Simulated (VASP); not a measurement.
# CoO (Fm-3m) in VASP: further runs, part 2 of 2

VASP 6.6.1. Earlier steps stand in the parts before.

## Step 3: Single point, PBE+U, collinear spin, ferromagnetic start

The input, INCAR:

```
SYSTEM = CoO
PREC = Accurate
ENCUT = 520
EDIFF = 1E-6
ISMEAR = -1
SIGMA = 0.02
LREAL = .FALSE.
LASPH = .TRUE.
NELM = 150
ALGO = Normal
ISIF = 2
LWAVE = .FALSE.
LCHARG = .FALSE.
ISPIN = 2
MAGMOM = 2.82 0
LORBIT = 11
NUPDOWN = 2.82
LMAXMIX = 4
LDAU = .TRUE.
LDAUTYPE = 2
LDAUL = 2 -1
LDAUU = 4.8 0
LDAUJ = 0 0
LDAUPRINT = 1
GGA = PE
NBANDS = 18
```

The input, KPOINTS:

```
Automatic mesh
0
G
  9 9 9
  0 0 0
```

The input, POSCAR:

```
CoO
1.0
    0.0000000000      2.1315000000      2.1315000000
    2.1315000000      0.0000000000      2.1315000000
    2.1315000000      2.1315000000      0.0000000000
Co O
1 1
Direct
    0.0000000000      0.0000000000      0.0000000000
    0.5000000000      0.5000000000      0.5000000000
```

Potentials or basis: VASP PAW PBE potentials, release 64 (Co, O).

The run is started by

```sh
cat potpaw_PBE.64/Co/POTCAR potpaw_PBE.64/O/POTCAR > POTCAR
mpirun -np 1 vasp_std > vasp.out
```

It took 21 s on 1 thread of Intel Xeon 6975P-C (Granite Rapids), shared host; peak memory 0.16 GiB.

It converged, with:

```
Free energy                                           : -10.5670 eV
Pressure                                              : -2.8 GPa
Net moment                                            : 2.82 μB per cell
Site moments                                          : Co +2.67; O +0.16 μB
Valence electrons inside the program's atomic spheres : Co 7.83; O 4.99
```

Eigenvalues of the final occupation matrices:
| site | spin | trace | eigenvalues |
| --- | --- | --- | --- |
| site 1 d | 1 | 4.92 | 0.97 0.97 0.97 1.00 1.00 |
| site 1 d | 2 | 2.28 | 0.11 0.11 0.69 0.69 0.69 |

Caveat: the total moment is fixed, so each spin has its own Fermi level; a cell with one magnetic atom can't hold antiferromagnetic order, which such compounds often take. The state reached can hang on the start; a lower one may exist.

## Step 4: Single point, PBE+U, collinear spin, ferromagnetic start

The input, INCAR:

```
SYSTEM = CoO
  PREC = Accurate
  ENCUT = 520
  EDIFF = 1E-6
  ISMEAR = -1
  SIGMA = 0.02
  LREAL = .False.
  LASPH = .True.
  NELM = 150
  ALGO = Normal
  ISIF = 2
  LWAVE = .False.
  LCHARG = .False.
  ISPIN = 2
  MAGMOM = 3.95 0
  LORBIT = 11
  NUPDOWN = 3.95
  LMAXMIX = 4
  LDAU = .True.
  LDAUTYPE = 2
  LDAUL = 2 -1
  LDAUU = 4.8 0
  LDAUJ = 0 0
  LDAUPRINT = 1
  GGA = PE
  NBANDS = 18
```

The input, KPOINTS:

```
Automatic mesh
0
Gamma
  9 9 9
  0 0 0
```

POSCAR is that of step 3.

The run is started by

```sh
cat potpaw_PBE.64/Co/POTCAR potpaw_PBE.64/O/POTCAR > POTCAR
mpirun -np 1 vasp_std > vasp.out
```

Wall time 26 s (1 thread of Intel Xeon 6975P-C (Granite Rapids), shared host); peak memory 0.15 GiB.

The run converged. Its results:

```yaml
Free_energy: -7.8633 eV
Pressure: 18.4 GPa
Net_moment: 3.95 μB per cell
Site_moments: Co +3.23; O +0.53 μB
Valence_electrons_inside_the_program's_atomic_spheres: Co 7.70; O 4.99
```

Eigenvalues of the final occupation matrices:
```tsv
site	spin	trace	eigenvalues
site 1 d	1	4.97	0.97 0.97 0.97 1.02 1.02
site 1 d	2	1.94	0.16 0.16 0.54 0.54 0.54
```

Caveat: the cell stands under pressure; the total moment is fixed, so each spin has its own Fermi level; a cell with one magnetic atom can't hold antiferromagnetic order, which such compounds often take. The state reached can hang on the start; a lower one may exist.

## Step 5: Single point, PBE+U, collinear spin, ferromagnetic start

The input, INCAR:

```
  PREC = Accurate
  ENCUT = 520
  EDIFF = 1E-6
  ISMEAR = -1
  SIGMA = 0.02
  LREAL = False
  LASPH = True
  NELM = 150
  ALGO = Normal
  ISIF = 2
  LWAVE = False
  LCHARG = False
  ISPIN = 2
  MAGMOM = 0.3 0
  LORBIT = 11
  LMAXMIX = 4
  LDAU = True
  LDAUTYPE = 2
  LDAUL = 2 -1
  LDAUU = 4.8 0
  LDAUJ = 0 0
  LDAUPRINT = 1
  GGA = PE
  NBANDS = 18
```

The input, KPOINTS:

```
regular mesh
0
Gamma
  9 9 9
```

POSCAR is that of step 4.

The run is started by

```sh
cat potpaw_PBE.64/Co/POTCAR potpaw_PBE.64/O/POTCAR > POTCAR
mpirun -np 1 vasp_std > vasp.out
```

It took 26 s on 1 thread of Intel Xeon 6975P-C (Granite Rapids), shared host; peak memory 0.15 GiB.

Results (log left out):

```yaml
Free_energy: -10.5877 eV
Pressure: -2.3 GPa
Band_gap_on_the_k_mesh: zero (filled and empty bands overlap)
Net_moment: 3.00 μB per cell
Site_moments: Co +2.77; O +0.23 μB
Valence_electrons_inside_the_program's_atomic_spheres: Co 7.81; O 5.00
```

Levels at points of the mesh, in eV from the Fermi level:
Spin up:
| k point | band 5 | band 6 | band 7 | band 8 | band 9 | band 10 | band 11 | band 12 | band 13 | band 14 |
| --- | --- | --- | --- | --- | --- | --- | --- | --- | --- | --- |
| (0.00, 0.00, 0.00) | -4.61 | -4.61 | -2.11 | -2.11 | -2.11 | 1.84 | 17.50 | 17.50 | 17.50 | 17.70 |
Spin down:
```tsv
k point	band 2	band 3	band 4	band 5	band 6	band 7	band 8	band 9	band 10	band 11
(0.00, 0.00, 0.00)	-1.65	-1.65	-1.65	-1.15	-1.15	-1.15	2.34	2.63	2.63	17.53
```

Eigenvalues of the final occupation matrices:
| site | spin | trace | eigenvalues |
| --- | --- | --- | --- |
| site 1 d | 1 | 4.96 | 0.97 0.97 0.97 1.02 1.02 |
| site 1 d | 2 | 2.22 | 0.12 0.12 0.66 0.66 0.66 |

Caveat: a cell with one magnetic atom can't hold antiferromagnetic order, which such compounds often take. The state reached can hang on the start; a lower one may exist.

## Step 6: The runs side by side

| fixed moment (μB) | pressure (GPa) | moment (μB) |
| --- | --- | --- |
| 1.69 | -7.9 | 1.69 |
| 2.82 | -2.8 | 2.82 |
| 3.95 | 18.4 | 3.95 |
| - | -2.3 | 3.00 |

Alike in all rows: task single point; level PBE+U; potentials or basis VASP PAW PBE potentials, release 64 (Co, O); spin collinear, ferromagnetic start; Co d U = 4.8 eV; cell as given; k mesh 9 × 9 × 9; cutoff (eV) 520; smearing fermi-dirac 0.02 eV.

Caveats: a cell with one magnetic atom can't hold antiferromagnetic order, which such compounds often take; the total moment is fixed, so each spin has its own Fermi level (at least some runs); the cell stands under tension (at least some runs); the cell stands under pressure (at least some runs).

Total energies depend on the potentials used, so only differences within one code and one set of settings carry meaning.
